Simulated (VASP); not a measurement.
# KI (Fm-3m) in VASP: notebook, part 2 of 2

VASP 6.6.1. The steps go on from the part before.

### 4 Relaxation of cell and atoms, PBEsol+D3(BJ)

The input, INCAR:

```
PREC     = Accurate       # precision mode
ENCUT    = 600            # plane-wave cutoff, eV
EDIFF    = 1E-6           # SCF threshold, eV
ISMEAR   = -1             # smearing method
SIGMA    = 0.05           # smearing width, eV
LREAL    = F              # projectors in reciprocal space
LASPH    = T              # aspherical terms in the spheres
NELM     = 60             # most SCF steps
ALGO     = Normal         # electronic algorithm
ISIF     = 3              # what is computed and relaxed
LWAVE    = F              # write WAVECAR
LCHARG   = F              # write CHGCAR
GGA      = PS             # functional
IVDW     = 12             # dispersion correction
IBRION   = 2              # ionic algorithm
NSW      = 60             # ionic steps
EDIFFG   = -0.01          # ionic threshold
```

The input, KPOINTS:

```
regular mesh
0
Gamma
  7 7 7
```

The input, POSCAR:

```
KI
1.0
    0.0000000000      3.5327750000      3.5327750000
    3.5327750000      0.0000000000      3.5327750000
    3.5327750000      3.5327750000      0.0000000000
I K
1 1
Direct
    0.5000000000      0.5000000000      0.5000000000
    0.0000000000      0.0000000000      0.0000000000
```

Potentials or basis: VASP PAW PBE potentials, release 64 (I, K_sv).

On the command line:

```
$ cat potpaw_PBE.64/I/POTCAR potpaw_PBE.64/K_sv/POTCAR > POTCAR
$ mpirun -np 1 vasp_std > vasp.out
```

OUTCAR:

```text
PREC = Accurate
   ENCUT = 600
   EDIFF = 1E-6
   ISMEAR = -1
   LREAL = F
   LASPH = T
   NELM = 60
   ISIF = 3
   GGA = PS
   IVDW = 12
   IBRION = 2
   NSW = 60
   EDIFFG = -0.01
 IVDW          = 12

 ion  position               nearest neighbor table
   1  0.500  0.500  0.500-   2 3.53   2 3.53   2 3.53   2 3.53   2 3.53   2 3.53
   2  0.000  0.000  0.000-   1 3.53   1 3.53   1 3.53   1 3.53   1 3.53   1 3.53

  LATTYP: Found a face centered cubic cell.
 ALAT       =     7.0655500000

  Lattice vectors:

 A1 = (   0.0000000000,   3.5327750000,   3.5327750000)
 A2 = (   3.5327750000,   0.0000000000,   3.5327750000)
 A3 = (   3.5327750000,   3.5327750000,   0.0000000000)

Analysis of symmetry for initial positions (statically):
=====================================================================
 Subroutine PRICEL returns:
 Original cell was already a primitive cell.

 Routine SETGRP: Setting up the symmetry group for a
 face centered cubic supercell.

 Subroutine GETGRP returns: Found 48 space group operations
 (whereof 48 operations were pure point group operations)
 out of a pool of 48 trial point group operations.

The static configuration has the point symmetry O_h .

Analysis of symmetry for dynamics (positions and initial velocities):
=====================================================================
 Subroutine PRICEL returns:
 Original cell was already a primitive cell.

[... 131 lines left out ...]
   LEPSILON=     F    determine dielectric tensor
   LRPA    =     F    only Hartree local field effects (RPA)
 conjugate gradient relaxation of ions
 non-spin polarized calculation
  energy-cutoff  :      600.00
  volume of cell :       88.18
 maximum number of plane-waves:      2958
   NGX = 19   NGY = 19   NGZ = 19

--------------------------------------- Ionic step        1  -------------------------------------------

 number of electron      15.9999999 magnetization

 Free energy of the ion-electron system (eV)
  ---------------------------------------------------
  ext. energy  EPLUGINS =         0.00000000
  ---------------------------------------------------
  free energy    TOTEN  =        -5.81460922 eV

  energy without entropy =       -5.81460922  energy(sigma->0) =       -5.81460922

------------------------ aborting loop because EDIFF is reached ----------------------------------------

 Edisp (eV)   -0.47063

 E8    (eV) :    -0.3329
[... 111 lines left out ...]
--------------------------------------- Ionic step        4  -------------------------------------------

 number of electron      16.0000000 magnetization

 Free energy of the ion-electron system (eV)
  ---------------------------------------------------
  ext. energy  EPLUGINS =         0.00000000
  ---------------------------------------------------
  free energy    TOTEN  =        -5.79737349 eV

  energy without entropy =       -5.79737348  energy(sigma->0) =       -5.79737349

 E-fermi :   1.0102     XC(G=0):  -7.7306

 val. band max:        0.0083161514   @ k =   0.0000   0.0000   0.0000
 cond. band min:       4.0357958082   @ k =   0.0000   0.0000   0.0000
 fundamental gap:      4.0274796568
 Fermi energy:         1.0101955873

 k-point     1 :       0.0000    0.0000    0.0000
  band No.  band energies     occupation
      1     -28.1687      2.00000
      2     -11.7364      2.00000
      3     -11.7364      2.00000
      4     -11.7364      2.00000
      5     -10.6866      2.00000
      6       0.0083      2.00000
      7       0.0083      2.00000
      8       0.0083      2.00000
      9       4.0358      0.00000
     10       6.3696      0.00000
     11       6.3696      0.00000
     12       6.3696      0.00000
[... 316 lines left out ...]
  FREE ENERGIE OF THE ION-ELECTRON SYSTEM (eV)
  ---------------------------------------------------
  free  energy   TOTEN  =        -6.3154118793 eV

  energy  without entropy=       -6.3154118792  energy(sigma->0) =       -6.31541188

 reached required accuracy - stopping structural energy minimisation
```

OSZICAR:

```text
N       E                     dE             d eps       ncg     rms          rms(c)
DAV:   1     0.101516478791E+03    0.10152E+03   -0.70282E+03   480   0.125E+03
DAV:   2     0.155333012656E+01   -0.99963E+02   -0.91181E+02   572   0.259E+02
DAV:   3    -0.550206198485E+01   -0.70554E+01   -0.69899E+01   632   0.624E+01
[... 34 lines left out ...]
DAV:   3    -0.579730788933E+01    0.15446E-02   -0.47853E-03   832   0.564E-01    0.174E-01
DAV:   4    -0.579736299749E+01   -0.55108E-04   -0.11105E-04   736   0.971E-02    0.645E-02
DAV:   5    -0.579737150832E+01   -0.85108E-05   -0.15775E-04   888   0.727E-02    0.158E-02
DAV:   6    -0.579737298441E+01   -0.14761E-05   -0.11705E-06   436   0.113E-02    0.703E-03
DAV:   7    -0.579737348510E+01   -0.50069E-06   -0.42481E-07   304   0.678E-03
   4 F= -.63154119E+01 E0= -.63154119E+01  d E =-.301704E-01
```

It took 52 s on 1 thread of Intel Xeon Platinum 8488C (Sapphire Rapids), shared host; peak memory 0.25 GiB.

Results:

* Free energy: -6.3154 eV
* Relaxed volume: 40.13 Å³/atom
* Relaxed cell: a = 4.842 Å, b = 4.842 Å, c = 4.842 Å, α = 60.00°, β = 60.00°, γ = 60.00°
* Space group after relaxing (to 0.1 Å): Fm-3m (No. 225)
* Energy gained by relaxing: 15.1 meV/atom
* Ionic steps: 4
* Pressure after relaxing: 0.0 GPa
* Band gap on the k mesh: 4.03 eV
* Dispersion energy per atom: -0.259 eV

The path:
```tsv
step	energy change (eV)	largest force (eV/Å)	pressure (GPa)	volume (Å³)
1	0.0000	0.0000	-1.11	88.18
2	-0.0216	0.0000	-0.65	84.34
3	-0.0299	0.0000	-0.12	80.95
4	-0.0302	0.0000	0.01	80.27
```

Final structure:
```
I K
1.0
     0.00000    3.42373    3.42373
     3.42373    0.00000    3.42373
     3.42373    3.42373    0.00000
I K
1 1
Direct
  0.50000 0.50000 0.50000
  0.00000 0.00000 0.00000
```

Levels at points of the mesh, in eV from the valence-band top:
```
           k point  band 6  band 7  band 8  band 9  band 10  band 11
(0.00, 0.00, 0.00)    0.00    0.00    0.00    4.03     6.36     6.36
```

Caveat: the PAW data sets were made with another functional, which shifts forces and pressure a little; spin-orbit coupling is left out, which moves the levels of the heavy elements.

### 5 Relaxation of cell and atoms, PBEsol+D4

The input, INCAR:

```
SYSTEM = KI
ALGO = Normal ; EDIFF = 1E-7
EDIFFG = -0.01 ; ENCUT = 600
GGA = PS ; IBRION = 2
ISIF = 3 ; ISMEAR = -1
IVDW = 13 ; LASPH = .True.
LCHARG = .False. ; LREAL = .False.
LWAVE = .False. ; NELM = 60
NSW = 60 ; PREC = Accurate
SIGMA = 0.05
```

The input, KPOINTS:

```
k-points
0
Gamma
  7 7 7
  0 0 0
```

POSCAR is that of step 4.

On the command line:

```
$ cat potpaw_PBE.64/I/POTCAR potpaw_PBE.64/K_sv/POTCAR > POTCAR
$ mpirun -np 1 vasp_std > vasp.out
```

It took 46 s on 1 thread of Intel Xeon Platinum 8488C (Sapphire Rapids), shared host; peak memory 0.25 GiB.

The run converged. Its results:

| Property | Result |
| --- | --- |
| Free energy | -6.0170 eV |
| Relaxed volume | 41.99 Å³/atom |
| Relaxed cell | a = 4.915 Å, b = 4.915 Å, c = 4.915 Å, α = 60.00°, β = 60.00°, γ = 60.00° |
| Space group after relaxing (to 0.1 Å) | Fm-3m (No. 225) |
| Energy gained by relaxing | 4.4 meV/atom |
| Ionic steps | 3 |
| Pressure after relaxing | 0.0 GPa |
| Band gap on the k mesh | 3.92 eV |
| Dispersion energy per atom | -0.102 eV |

The path:
```csv
step,energy change (eV),largest force (eV/Å),pressure (GPa),volume (Å³)
1,0.0000,0.0000,-0.60,88.18
2,-0.0062,0.0000,-0.34,86.08
3,-0.0087,0.0000,-0.03,83.98
```

Final structure:
```cif
data_structure
_symmetry_space_group_name_H-M 'P 1'
_symmetry_Int_Tables_number 1
_cell_length_a 4.9155
_cell_length_b 4.9155
_cell_length_c 4.9155
_cell_angle_alpha 60.000
_cell_angle_beta 60.000
_cell_angle_gamma 60.000
_cell_volume 83.98
loop_
_atom_site_label
_atom_site_type_symbol
_atom_site_fract_x
_atom_site_fract_y
_atom_site_fract_z
_atom_site_occupancy
I1 I 0.50000 0.50000 0.50000 1
K1 K 0.00000 0.00000 0.00000 1
```

Levels at points of the mesh, in eV from the valence-band top:
| k point | band 6 | band 7 | band 8 | band 9 | band 10 | band 11 |
| --- | --- | --- | --- | --- | --- | --- |
| (0.00, 0.00, 0.00) | 0.00 | 0.00 | 0.00 | 3.92 | 6.40 | 6.40 |

Caveat: the PAW data sets were made with another functional, which shifts forces and pressure a little; spin-orbit coupling is left out, which moves the levels of the heavy elements. PBEsol gaps usually lie below the measured ones, often by a third to a half.

### 6 Overview

```tsv
task	level	cell	cutoff (eV)	gap on the mesh (eV)	pressure (GPa)	relaxed volume (Å³/atom)
single point	PBEsol+D3(BJ)	as given	520	3.81	-1.1	-
relaxation of cell and atoms	PBEsol	relaxed	600	3.86	0.0	43.17
relaxation of cell and atoms	PBEsol+D3(BJ)	relaxed	600	4.03	0.0	40.13
relaxation of cell and atoms	PBEsol+D4	relaxed	600	3.92	0.0	41.99
```

Alike in all rows: potentials or basis VASP PAW PBE potentials, release 64 (I, K_sv); no spin polarisation; k mesh 7 × 7 × 7; smearing fermi-dirac 0.05 eV.

Caveats: the PAW data sets were made with another functional, which shifts forces and pressure a little; spin-orbit coupling is left out, which moves the levels of the heavy elements; three body term missing (at least some runs); an odd mesh through Γ misses points on the zone boundary, where band edges can lie (at least some runs).

Absolute energies hang on the potentials; compare differences alone.
